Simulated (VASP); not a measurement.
A run of VASP 6.6.1 is set up as follows.

File INCAR:

```
SYSTEM = Sr
ALGO = Normal ; EDIFF = 1E-7
ENCUT = 520 ; ISIF = 2
ISMEAR = 0 ; LASPH = .TRUE.
LCHARG = .TRUE. ; LELF = .TRUE.
LREAL = .FALSE. ; LVHAR = .TRUE.
LWAVE = .FALSE. ; NBANDS = 11
NELM = 60 ; PREC = Accurate
SIGMA = 0.1
```

KPOINTS

```
k-points
0
G
  13 13 13
  0 0 0
```

POSCAR

```
Sr
1.0
    0.0000000000      2.8956834811      2.8956834811
    2.8956834811      0.0000000000      2.8956834811
    2.8956834811      2.8956834811      0.0000000000
Sr
1
Direct
    0.0000000000      0.0000000000      0.0000000000
```

Potentials or basis: VASP PAW LDA potentials, release 64 (Sr_sv).

Launch:

```bash
$ cat potpaw_LDA.64/Sr_sv/POTCAR > POTCAR
$ mpirun -np 1 vasp_std > vasp.out
```

(1) Predict the pressure.

Results:

(1) 0.0 GPa.
